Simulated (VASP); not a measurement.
Write the native input for VASP 6.6.1 that does the following.

- Task: single point
- Functional: r2SCAN
- Potentials or basis: VASP PAW PBE potentials, release 64 (Al, Ga_d, N)
- Cutoff: 520 eV
- k mesh: 6 × 8 × 4
- Occupations: gaussian, width 0.05 eV
- Spin: no spin polarisation
- Dipole correction: no
- Further INCAR settings: ALGO = Normal; EDIFF = 1e-07; NBANDS = 31

The system is Al3GaN4.

```
CELL_PARAMETERS angstrom
5.03808 0.00000 0.00006
0.00000 3.12495 0.00000
-0.00329 0.00000 5.41039
ATOMIC_POSITIONS crystal
Al 0.47195 0.50000 0.14845
Al 0.00067 0.50000 0.83490
Al 0.00100 0.00000 0.33164
Ga 0.49949 0.00000 0.66620
N 0.11071 0.00000 0.66632
N 0.12268 0.50000 0.16713
N 0.62541 0.50000 0.84068
N 0.62341 0.00000 0.32586
```

This cell differs from its parent crystal: atom 1 (Al) moved +0.175 Å towards its neighbour atom 2 (Al) at 3.092 Å.

The input as run:

POSCAR

```
Al3GaN4
1.0
    5.0380821985      0.0000000000      0.0000609633
    0.0000000000      3.1249488273      0.0000000000
   -0.0032907418      0.0000000000      5.4103929818
Al Ga N
3 1 4
Direct
    0.4719507108      0.5000000000      0.1484463915
    0.0006683705      0.5000000000      0.8349019374
    0.0010043255      0.0000000000      0.3316444641
    0.4994946875      0.0000000000      0.6662044640
    0.1107069781      0.0000000000      0.6663170124
    0.1226755900      0.5000000000      0.1671322918
    0.6254135993      0.5000000000      0.8406810063
    0.6234137866      0.0000000000      0.3258647496
```

INCAR.step1

```
ALGO     = Normal         # electronic algorithm
EDIFF    = 1E-4           # SCF threshold, eV
ENCUT    = 520            # plane-wave cutoff, eV
GGA      = PE             # functional
ISMEAR   = 0              # smearing method
LASPH    = T              # aspherical terms in the spheres
LCHARG   = F              # write CHGCAR
LREAL    = F              # projectors in reciprocal space
LWAVE    = T              # write WAVECAR
NBANDS   = 31             # bands
NELM     = 60             # most SCF steps
PREC     = Accurate       # precision mode
SIGMA    = 0.05           # smearing width, eV
```

INCAR.step2

```
ALGO     = Normal         # electronic algorithm
EDIFF    = 1E-7           # SCF threshold, eV
ENCUT    = 520            # plane-wave cutoff, eV
ISIF     = 2              # what is computed and relaxed
ISMEAR   = 0              # smearing method
ISTART   = 1            
LASPH    = T              # aspherical terms in the spheres
LCHARG   = F              # write CHGCAR
LMIXTAU  = T            
LREAL    = F              # projectors in reciprocal space
LWAVE    = F              # write WAVECAR
METAGGA  = R2SCAN         # meta-GGA
NBANDS   = 31             # bands
NELM     = 60             # most SCF steps
PREC     = Accurate       # precision mode
SIGMA    = 0.05           # smearing width, eV
```

KPOINTS

```
k-points
0
Gamma
  6 8 4
```

Potentials or basis: VASP PAW PBE potentials, release 64 (Al, Ga_d, N).

Launch:

```sh
$ cat potpaw_PBE.64/Al/POTCAR potpaw_PBE.64/Ga_d/POTCAR potpaw_PBE.64/N/POTCAR > POTCAR
$ cp INCAR.step1 INCAR
$ mpirun -np 1 vasp_std > vasp.out
$ cp INCAR.step2 INCAR
$ mpirun -np 1 vasp_std > vasp.out
```

Results of the run:

| Quantity | Value |
| --- | --- |
| Pressure | 1.2 GPa |
| Largest force | 4.246 eV/Å |
| Band gap on the k mesh | 3.78 eV |

Caveat: the cell differs from its parent crystal (atom 1 (Al) moved +0.175 Å towards its neighbour atom 2 (Al) at 3.092 Å); the PAW data sets were made with another functional, which shifts forces and pressure a little.

Wall time 4.6 min on 1 thread of Intel(R) Xeon(R) 6975P-C (Granite Rapids), with other jobs on the host, peak memory 0.3 GiB.
